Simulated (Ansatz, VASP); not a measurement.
**One calculation of GaP4, two programs**

```
Ga P
1.0
     5.87026    0.00000    0.00000
     0.00000    5.87026    0.00000
     0.00000    0.00000    2.42179
Ga P
1 4
Direct
  0.00000 0.00000 0.00000
  0.79544 0.50000 0.00000
  0.20456 0.50000 0.00000
  0.50000 0.79544 0.00000
  0.50000 0.20456 0.00000
```

Alike in both runs: functional PBE; k mesh 4 × 4 × 6; occupations gaussian, width 0.1 eV; no spin polarisation.

Ansatz relaxed the structure, and its values are those at the end. VASP's run is a single point on that final structure, the one shown.

|  | VASP | Ansatz |
| --- | --- | --- |
| version | VASP 6.6.1 | Ansatz 0.2.0 |
| potentials or method | VASP PAW PBE potentials, release 64 (Ga_d, P), cutoff 520 eV | scalar-relativistic, plane waves, PAW |
| valence electrons in the cell | 33 | 33 |

VASP gave:

* gap on the k mesh at the Fermi level (eV): none
* pressure (GPa): -0.2
* rms of the force components (eV/Å): 0.003

Which values does Ansatz return?

gap on the k mesh at the Fermi level (eV): none; pressure (GPa): -0.1; rms of the force components (eV/Å): 0.005.

A gap of «none» marks a metal or a gap that the smearing closes. The functional is the same, so the differences come from potentials, cutoffs and numerics.

The k mesh is coarse, so the values compare programs but aren't converged.
